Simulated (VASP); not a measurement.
A run of VASP 6.6.1 is set up as follows.

The input INCAR:

```
  PREC = Accurate
  ENCUT = 520
  EDIFF = 1E-7
  ISMEAR = 0
  SIGMA = 0.02
  LREAL = Auto
  LASPH = T
  NELM = 80
  ALGO = Normal
  ISIF = 2
  LWAVE = F
  LCHARG = T
  GGA = PE
  LELF = T
  LVHAR = T
  NBANDS = 83
```

File KPOINTS:

```
Automatic mesh
0
Gamma
  2 2 2
  0.5 0.5 0.5
```

POSCAR

```
Si
1.0
    5.4700937543      5.4700937543     -5.4700937543
   -5.4700937543      5.4700937543      5.4700937543
    5.4700937543     -5.4700937543      5.4700937543
Si
31
Direct
    0.3749998797      0.6249998910      0.8749999022
    0.2497415147      0.7489980399      0.2487917138
    0.0012406552      0.7538847020      0.5012404948
    0.4989978459      0.9987916561      0.7497410802
    0.7487915535      0.7489979485      0.7497412630
    0.2497412405      0.9987914733      0.9989978683
   -0.0126871683     -0.0060443205      0.2439555993
    0.5038846908      0.2512405750      0.5012405862
    0.7439552561     -0.0060447776      0.4873123971
    0.2633960339      0.2773638018      0.7633962392
    0.0012406552      0.2512404836      0.0038848511
    0.4989979373      0.4997415260      0.2487919881
    0.7439553475      0.2373123859      0.2439553251
    0.2633956683      0.5133958623      0.5273634474
    0.0273629679      0.5133954967      0.7633955993
    0.7487917363      0.4997415260     -0.0010019938
    0.0012084802      0.5010020163      0.0002587707
    0.7487592871      0.4961152627      0.2487594475
    0.2510020050      0.7502585302      0.5012080456
    0.5002584275      0.5010019248      0.5012082284
    0.0012082974      0.7502586216      0.7510020275
    0.7226369743      0.7366044680     -0.0133956571
    0.2461152515     -0.0012406552      0.2487593561
    0.4866042740      0.7366041024      0.2226364949
    0.0060445948      0.0126876253      0.5060447086
    0.7487592871     -0.0012405637      0.7461150911
    0.2510021878      0.2512083086      0.0002589535
    0.4866039998     -0.0273638820     -0.0133962055
    0.0060447776      0.2560447888      0.2626875451
    0.7626872020      0.2560443318      0.5060443430
    0.5002587018      0.2512084914      0.7510021189
```

Potentials or basis: VASP PAW PBE potentials, release 64 (Si).

The run is started by

```console
$ cat potpaw_PBE.64/Si/POTCAR > POTCAR
$ mpirun -np 1 vasp_std > vasp.out
```

(1) Predict the band gap on the k mesh.

(2) Estimate the pressure.

Answers

(1) zero (bands 62 and 63 overlap by 0.21 eV).

(2) -3.0 GPa.

Caveat: the k points lie up to 0.41 Å⁻¹ apart.
